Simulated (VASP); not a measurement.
Here is a VASP 6.6.1 calculation.

File INCAR:

```
PREC = Accurate
ENCUT = 520
EDIFF = 1E-7
ISMEAR = -1
SIGMA = 0.1
LREAL = F
LASPH = T
NELM = 60
ALGO = Normal
ISIF = 2
LWAVE = F
LCHARG = F
GGA = RP
NBANDS = 11
```

KPOINTS

```
regular mesh
0
Gamma
  13 13 13
```

POSCAR

```
Pd
1.0
    2.6791797325      0.0000000000      0.0000000000
    0.0000000000      2.6791797325      0.0000000000
    0.0000000000      0.0000000000      2.6791797325
Pd
1
Direct
    0.0000000000      0.0000000000      0.0000000000
```

Potentials or basis: VASP PAW PBE potentials, release 64 (Pd).

Command:

```sh
$ cat potpaw_PBE.64/Pd/POTCAR > POTCAR
$ mpirun -np 1 vasp_std > vasp.out
```

Problem. Predict the pressure.

Solution. -3.9 GPa.

Problem. What does it give for the band gap on the k mesh?

Solution. Zero (band 5 reaches 7.21 eV, above the bottom of band 6 at 5.74 eV).

Caveat: the PAW data sets were made with another functional, which shifts forces and pressure a little.
